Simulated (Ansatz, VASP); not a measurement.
**PtSe in VASP and in Ansatz**

Contents of INCAR:

```
  ALGO = Normal
  EDIFF = 1E-8
  ENCUT = 520
  GGA = PE
  ISIF = 2
  ISMEAR = -1
  LASPH = T
  LCHARG = F
  LEFG = T
  LREAL = F
  LWAVE = F
  NBANDS = 24
  NELM = 100
  PREC = Accurate
  SIGMA = 0.03
```

KPOINTS

```
k-points
0
Gamma
  10 10 6
```

File POSCAR:

```
PtSe
1.0
    3.8499446572      0.0000000000      0.0000000000
   -1.9249723286      3.3341498763      0.0000000000
    0.0000000000      0.0000000000      7.0964647173
Pt Se
2 2
Direct
    0.3333333333      0.6666666667      0.0126290861
    0.6666666667      0.3333333333      0.5126290861
    0.3333333333      0.6666666667      0.3633709139
    0.6666666667      0.3333333333      0.8633709139
```

Input for Ansatz:

```yaml
crystal:
  lattice:
    - [3.8499446572, 0.0, 0.0]
    - [-1.9249723286, 3.3341498763, 0.0]
    - [0.0, 0.0, 7.0964647173]
  atoms:
    - { symbol: Pt, position: [0.3333333333, 0.6666666667, 0.0126290861] }
    - { symbol: Pt, position: [0.6666666667, 0.3333333333, 0.5126290861] }
    - { symbol: Se, position: [0.3333333333, 0.6666666667, 0.3633709139] }
    - { symbol: Se, position: [0.6666666667, 0.3333333333, 0.8633709139] }
kpoints:
  mp_grid: { grid: [10, 10, 6] }
  band_path:
    path:
      - [0.0, 0.0, 0.0]
      - [0.5, 0.0, 0.0]
      - [0.3333333333, 0.3333333333, 0.0]
      - [0.0, 0.0, 0.0]
      - [0.0, 0.0, 0.5]
      - [0.5, 0.0, 0.5]
      - [0.3333333333, 0.3333333333, 0.5]
      - [0.0, 0.0, 0.5]
      - [0.5, 0.0, 0.5]
    npoints: 14
scf:
  occupations: { method: fermi_dirac, width: 0.03 }
hamiltonian:
  xc: pbe
  pseudopotentials: { kind: paw }
output:
  forces: true
  stress: true
  eigenvalues: true
  efg: { contact_densities: true }
  populations: true
  bader: true
  dos: { projected: true, de: 0.2, e_range: [-14, 8] }
  write_density: true
  write_potential: true
  elf: true
  volumetric_format: npy
```

Alike in both runs: task electric field gradients; functional PBE; k mesh 10 × 10 × 6; occupations fermi-dirac, width 0.03 eV; no spin polarisation.

```csv
,VASP,Ansatz
version,VASP 6.6.1,Ansatz 0.2.0
potentials or method,"VASP PAW PBE potentials, release 64 (Pt, Se)","PAW with Ansatz's default frozen-core files, scalar-relativistic"
plane-wave cutoff (eV),520,420
valence electrons in the cell,32,68
```

Ansatz gave:

```
pressure (GPa)                                       : 0.0
rms of the force components (eV/Å)                   : 0.001
size of Vzz on the site where it differs most (V/Å²) : 120.8
```

Task: What did VASP give for the same quantities?

Result: Pressure (GPa): 0.0; rms of the force components (eV/Å): 0.003; size of Vzz on the site where it differs most (V/Å²): 135.3.

Atom by atom the forces differ by 0.002 eV/Å (rms over components). VASP's potentials hold 32 valence electrons a cell and Ansatz's 68, so a difference there can come from the potentials and not from the codes.

Neither program's run includes spin-orbit coupling.
